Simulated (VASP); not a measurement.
K3TaO3: single point with PBE

K3TaO3:

```xyz
14
Lattice="9.7243 0.0000 0.0000 -4.8622 8.4215 0.0000 0.0000 0.0000 5.2433" Properties=species:S:1:pos:R:3 pbc="T T T"
K    -3.2540    5.6360    1.3108
K     3.2164    0.0000    3.9325
K     1.6082    2.7855    1.3108
K     3.2540    5.6360    3.9325
K    -1.6082    2.7855    3.9325
K     6.5079    0.0000    1.3108
Ta    0.0000    0.0000    0.0000
Ta    0.0000    0.0000    2.6216
O     8.1266    0.0000    3.9325
O     0.7989    1.3837    3.9325
O     4.0633    7.0378    1.3108
O    -0.7989    1.3837    1.3108
O     1.5978    0.0000    1.3108
O    -4.0633    7.0378    3.9325
```

```yaml
Program: VASP 6.6.1
Task: single point
Functional: PBE
Potentials_or_basis: VASP PAW PBE potentials, release 64 (K_sv, Ta_pv, O)
Cutoff: 520 eV
k_mesh: 2 × 2 × 3
Occupations: gaussian, width 0.15 eV
Spin: no spin polarisation
Dipole_correction: no
Further_INCAR_settings: ALGO = Normal; EDIFF = 1e-07; NBANDS = 69
```

```yaml
Pressure: 0.5 GPa
Largest_force: 0.078 eV/Å
Band_gap_on_the_k_mesh: zero (bands 56 and 57 overlap by 0.61 eV)
```

Forces on the atoms (eV/Å):
```
K    0.021 -0.036  0.000
K    0.041  0.000  0.000
K    0.021  0.036  0.000
K   -0.021 -0.036  0.000
K   -0.021  0.036  0.000
K   -0.041  0.000  0.000
Ta   0.000  0.000  0.000
Ta   0.000  0.000  0.000
O   -0.078  0.000  0.000
O    0.039  0.067  0.000
O   -0.039 -0.067  0.000
O   -0.039  0.067  0.000
O    0.078  0.000  0.000
O    0.039 -0.067  0.000
```

Stress tensor (GPa, compression positive):
```
 0.73  0.00  0.00
 0.00  0.73  0.00
 0.00  0.00 -0.10
```

Levels at points of the mesh, in eV from the Fermi level:
```tsv
k point	band 53	band 54	band 55	band 56	band 57	band 58	band 59	band 60
(0.00, 0.00, 0.00)	-3.47	-3.25	-1.41	-0.96	0.35	0.75	0.75	1.17
(0.50, 0.00, 0.00)	-3.47	-3.26	-1.27	-0.63	-0.45	0.77	1.17	1.18
```

Wall time 2.6 min on 1 thread of Intel(R) Xeon(R) 6975P-C (Granite Rapids) (shared host), peak memory 0.5 GiB.

Caveat: the k points lie up to 0.40 Å⁻¹ apart, too coarse for converged energies and pressures of a metal; spin-orbit coupling is left out, which moves the levels of the heavy elements.
